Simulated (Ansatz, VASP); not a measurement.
Given: the input of a run of Ansatz 0.2.0 on B.

File input.yaml:

```yaml
crystal:
  lattice:
    - [1.88524, 0.0, 0.0]
    - [0.0, 1.88524, 0.0]
    - [0.0, 0.0, 1.88524]
  atoms:
    - { symbol: B, position: [0.5, 0.5, 0.5] }
hamiltonian:
  xc: pbesol
  pseudopotentials: { kind: paw }
  dispersion: d3bj
kpoints:
  mp_grid: { grid: [14, 14, 14] }
scf:
  occupations: { method: fermi_dirac, width: 0.05 }
output:
  forces: true
  stress: true
  eigenvalues: true
relax:
  f_tol: 0.01
  max_steps: 40
  cell: { stress_tol: 0.05 }
```

Potentials or basis: Ansatz PAW.

The run is started by

```bash
$ ansatz run input.yaml --threads 2 --pin off --max-ram 5632MiB --backend cpu --events-out ev --progress --plain --runs-dir out
```

Question: Translate it to VASP 6.6.1. Potentials there: VASP PAW PBE potentials, release 64 (B).

Answer: As run (the cutoff follows the program's own potentials):

INCAR

```
SYSTEM = B
PREC = Accurate
ENCUT = 600
EDIFF = 1E-7
ISMEAR = -1
SIGMA = 0.05
LREAL = .FALSE.
LASPH = .TRUE.
NELM = 80
ALGO = Normal
ISIF = 3
LWAVE = .FALSE.
LCHARG = .FALSE.
GGA = PS
IVDW = 12
IBRION = 2
NSW = 60
EDIFFG = -0.01
```

Contents of KPOINTS:

```
Automatic mesh
0
G
  14 14 14
  0 0 0
```

File POSCAR:

```
B
1.0
    1.8852400000      0.0000000000      0.0000000000
    0.0000000000      1.8852400000      0.0000000000
    0.0000000000      0.0000000000      1.8852400000
B
1
Direct
    0.5000000000      0.5000000000      0.5000000000
```

Potentials or basis: VASP PAW PBE potentials, release 64 (B).

The run is started by

```bash
$ cat potpaw_PBE.64/B/POTCAR > POTCAR
$ mpirun -np 1 vasp_std > vasp.out
```

Both were run:

|  | VASP | Ansatz | Ansatz less VASP |
| --- | --- | --- | --- |
| gap on the k mesh at the Fermi level, each at its own relaxed structure (eV) | none | none | - |
| relaxed volume (Å³/atom) | 6.52 | 6.52 | -0.006 |
| relaxed cell length with the largest relative difference (Å) | 1.869 | 1.868 | -0.0006 |

VASP's potentials were made for PBE, not for PBEsol. A gap of «none» marks a metal or a gap that the smearing closes.

Noted on Ansatz's run: the plane-wave basis is chosen anew once the cell has moved, so the energies of steps on either side of that aren't comparable.
